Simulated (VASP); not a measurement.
Input of a VASP 6.6.1 run:

File INCAR:

```
SYSTEM = Eu
ALGO = Normal
EDIFF = 1E-6
ENCUT = 520
GGA = PE
ISIF = 2
ISMEAR = -1
ISPIN = 2
LASPH = .TRUE.
LCHARG = .TRUE.
LDAU = .TRUE.
LDAUJ = 0
LDAUL = 3
LDAUPRINT = 1
LDAUTYPE = 2
LDAUU = 6
LELF = .TRUE.
LMAXMIX = 6
LORBIT = 11
LREAL = .FALSE.
LVHAR = .TRUE.
LWAVE = .FALSE.
MAGMOM = 7
NBANDS = 18
NELM = 150
PREC = Accurate
SIGMA = 0.08
```

File KPOINTS:

```
k-points
0
G
  9 9 9
  0 0 0
```

The input POSCAR:

```
Eu
1.0
    0.0000000000      2.7893026914      2.7893026914
    2.7893026914      0.0000000000      2.7893026914
    2.7893026914      2.7893026914      0.0000000000
Eu
1
Direct
    0.0000000000      0.0000000000      0.0000000000
```

Potentials or basis: VASP PAW PBE potentials, release 64 (Eu).

The run is started by

```bash
$ cat potpaw_PBE.64/Eu/POTCAR > POTCAR
$ mpirun -np 1 vasp_std > vasp.out
```

(1) Estimate the pressure.

(2) Predict the site moments.

(3) Estimate the net moment.

## Answers

(1) 1.5 GPa.

(2) Eu +6.83 μB.

(3) 7.43 μB per cell.
